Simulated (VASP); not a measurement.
# TiN (Fm-3m) in VASP: notebook, part 2 of 2

VASP 6.6.1.

**3. Single point, r2SCAN+D4**

This run uses another cell than the first one, of 9.40 Å³/atom.

File POSCAR:

```
TiN
1.0
    0.0000000000      2.1101845322      2.1101845322
    2.1101845322      0.0000000000      2.1101845322
    2.1101845322      2.1101845322      0.0000000000
Ti N
1 1
Direct
    0.0000000000      0.0000000000      0.0000000000
    0.5000000000      0.5000000000      0.5000000000
```

File INCAR.step1:

```
SYSTEM = TiN
PREC = Accurate
ENCUT = 660
ISMEAR = 0
SIGMA = 0.1
LREAL = .FALSE.
LASPH = .TRUE.
NELM = 120
NBANDS = 16
GGA = PE
ALGO = Normal
EDIFF = 1E-5
LWAVE = .TRUE.
LCHARG = .FALSE.
GGA_COMPAT = .FALSE.
```

File INCAR.step2:

```
SYSTEM = TiN
PREC = Accurate
ENCUT = 660
EDIFF = 1E-6
ISMEAR = 0
SIGMA = 0.1
LREAL = .FALSE.
LASPH = .TRUE.
NELM = 120
ALGO = Normal
ISIF = 2
LWAVE = .FALSE.
LCHARG = .FALSE.
METAGGA = R2SCAN
LMIXTAU = .TRUE.
IVDW = 13
VDW_S6 = 1.0
VDW_S8 = 0.6018749
VDW_A1 = 0.51559235
VDW_A2 = 5.77342911
NBANDS = 16
ISTART = 1
GGA_COMPAT = .FALSE.
```

File KPOINTS:

```
regular mesh
0
G
  11 11 11
  0 0 0
```

Potentials or basis: VASP PAW PBE potentials, release 64 (Ti_sv, N).

Launch:

```console
cat potpaw_PBE.64/Ti_sv/POTCAR potpaw_PBE.64/N/POTCAR > POTCAR
cp INCAR.step1 INCAR
mpirun -np 1 vasp_std > vasp.out
cp INCAR.step2 INCAR
mpirun -np 1 vasp_std > vasp.out
```

It took 2.1 min on 1 thread of Intel Xeon Platinum 8488C (Sapphire Rapids), shared host; peak memory 0.18 GiB.

Results (log left out):

```
Free energy                : -26.2554 eV
Pressure                   : 1.7 GPa
Band gap on the k mesh     : zero (an odd number of electrons rules out a gap without spin polarisation)
Dispersion energy per atom : -0.125 eV
```

Levels at points of the mesh, in eV from the Fermi level:
```
           k point  band 7  band 8  band 9  band 10  band 11  band 12
(0.00, 0.00, 0.00)   -2.42   -2.42   -0.65    -0.65    -0.65     0.58
```

Caveat: the PAW data sets were made with another functional, which shifts forces and pressure a little.

**4. Relaxation of cell and atoms, PBEsol**

This run uses another cell than the first one, of 9.51 Å³/atom.

File INCAR:

```
PREC = Accurate ; ENCUT = 600
EDIFF = 1E-7 ; ISMEAR = 0
SIGMA = 0.1 ; LREAL = False
LASPH = True ; NELM = 120
ALGO = Normal ; ISIF = 3
LWAVE = False ; LCHARG = False
GGA = PS ; IBRION = 2
NSW = 80 ; EDIFFG = -0.05
GGA_COMPAT = False ; NELMIN = 4
```

File KPOINTS:

```
regular mesh
0
Gamma
  11 11 11
```

File POSCAR:

```
TiN
1.0
    0.0000000000      2.1190000000      2.1190000000
    2.1190000000      0.0000000000      2.1190000000
    2.1190000000      2.1190000000      0.0000000000
Ti N
1 1
Direct
    0.0000000000      0.0000000000      0.0000000000
    0.5000000000      0.5000000000      0.5000000000
```

Potentials or basis: VASP PAW PBE potentials, release 64 (Ti_sv, N).

Launch:

```console
cat potpaw_PBE.64/Ti_sv/POTCAR potpaw_PBE.64/N/POTCAR > POTCAR
mpirun -np 1 vasp_std > vasp.out
```

OUTCAR:

```text
PREC = Accurate
   ENCUT = 600
   EDIFF = 1E-7
   ISMEAR = 0
   LREAL = False
   LASPH = True
   NELM = 120
   ISIF = 3
   GGA = PS
   IBRION = 2
   NSW = 80
   EDIFFG = -0.05
   NELMIN = 4

 ion  position               nearest neighbor table
   1  0.000  0.000  0.000-   2 2.12   2 2.12   2 2.12   2 2.12   2 2.12   2 2.12
   2  0.500  0.500  0.500-   1 2.12   1 2.12   1 2.12   1 2.12   1 2.12   1 2.12

  LATTYP: Found a face centered cubic cell.
 ALAT       =     4.2380000000

  Lattice vectors:

 A1 = (   0.0000000000,   2.1190000000,   2.1190000000)
 A2 = (   2.1190000000,   0.0000000000,   2.1190000000)
 A3 = (   2.1190000000,   2.1190000000,   0.0000000000)

Analysis of symmetry for initial positions (statically):
=====================================================================
[... 268 lines left out ...]
      5      -5.5404      2.00000
      6       9.6039      2.00000
      7       9.6039      2.00000
      8       9.6039      2.00000
      9      11.0002      2.00000
     10      11.0002      2.00000
     11      11.0002      2.00000
     12      12.2480      0.00000
[... 331 lines left out ...]
 k-point    24 :      -0.1818    0.1818    0.0000
  band No.  band energies     occupation
      1     -45.8450      2.00000
      2     -22.3781      2.00000
      3     -22.1261      2.00000
      4     -22.0033      2.00000
      5      -4.1100      2.00000
      6       5.4638      2.00000
      7       6.7177      2.00000
      8       7.2504      2.00000
      9      11.9460      0.00007
     10      12.7513      0.00000
     11      13.1596      0.00000
     12      14.1645      0.00000

 [... further k-points ...]

------------------------ aborting loop because EDIFF is reached ----------------------------------------

  FORCE on cell =-STRESS in cart. coord.  units (eV):
  Direction    XX          YY          ZZ          XY          YZ          ZX
  --------------------------------------------------------------------------------------
  -------------------------------------------------------------------------------------
  Total       -0.0037944     -0.0037944     -0.0037944     -0.0000000      0.0000000      0.0000000
  in kB       -0.3267379     -0.3267379     -0.3267379     -0.0000000      0.0000000      0.0000000
  external PRESSURE =      -0.3267379 kB  Pullay stress =       0.0000000 kB
[... 17 lines left out ...]
  FREE ENERGIE OF THE ION-ELECTRON SYSTEM (eV)
  ---------------------------------------------------
  free  energy   TOTEN  =       -20.7773994607 eV

  energy  without entropy=      -20.7708776615  energy(sigma->0) =      -20.77413856

 reached required accuracy - stopping structural energy minimisation
```

CONTCAR:

```text
TiN
   1.00000000000000
     0.0000000000000000    2.1031719457005740    2.1031719457005740
     2.1031719457005740    0.0000000000000000    2.1031719457005740
     2.1031719457005740    2.1031719457005740   -0.0000000000000000
  Ti              N
     1     1
Direct
     0.0000000000000000    0.0000000000000000    0.0000000000000000
     0.5000000000000000    0.5000000000000000    0.5000000000000000

  0.00000000E+00  0.00000000E+00  0.00000000E+00
  0.00000000E+00  0.00000000E+00  0.00000000E+00
```

It took 35 s on 1 thread of Intel Xeon Platinum 8488C (Sapphire Rapids), shared host; peak memory 0.15 GiB.

What came out:

```yaml
Free_energy: -20.7774 eV
Relaxed_volume: 9.30 Å³/atom
Relaxed_cell: a = 2.974 Å, b = 2.974 Å, c = 2.974 Å, α = 60.00°, β = 60.00°, γ = 60.00°
Space_group_after_relaxing_to_0.1_Å: Fm-3m (No. 225)
Energy_gained_by_relaxing: 4.4 meV/atom
Ionic_steps: 3
Pressure_after_relaxing: 0.0 GPa
Band_gap_on_the_k_mesh: zero (an odd number of electrons rules out a gap without spin polarisation)
```

The path:
```csv
step,energy change (eV),largest force (eV/Å),pressure (GPa),volume (Å³)
1,0.0000,0.0000,-6.44,19.03
2,0.0109,0.0000,10.70,18.00
3,-0.0087,0.0000,-0.03,18.61
```

Final structure:
```yaml
crystal:
  lattice:
    - [0.00000, 2.10317, 2.10317]
    - [2.10317, 0.00000, 2.10317]
    - [2.10317, 2.10317, 0.00000]
  atoms:
    - { symbol: Ti, position: [0.00000, 0.00000, 0.00000] }
    - { symbol: N, position: [0.50000, 0.50000, 0.50000] }
```

Caveat: the PAW data sets were made with another functional, which shifts forces and pressure a little.

**5. Summary**

| task | level | cell | cutoff (eV) | gap on the mesh (eV) | pressure (GPa) |
| --- | --- | --- | --- | --- | --- |
| single point | PBE | a = 3.003 Å, angles 60.0°, 2 atoms | 600 | none | 0.3 |
| single point | r2SCAN+D4 | a = 2.984 Å, angles 60.0°, 2 atoms | 660 | none | 1.7 |
| relaxation of cell and atoms | PBEsol | relaxed from a = 2.997 Å, angles 60.0°, 2 atoms | 600 | none | 0.0 |

Alike in all rows: potentials or basis VASP PAW PBE potentials, release 64 (Ti_sv, N); no spin polarisation; k mesh 11 × 11 × 11; smearing gaussian 0.1 eV.

Caveats: the PAW data sets were made with another functional, which shifts forces and pressure a little (at least some runs).

Total energies depend on the potentials used, so only differences within one code and one set of settings carry meaning.
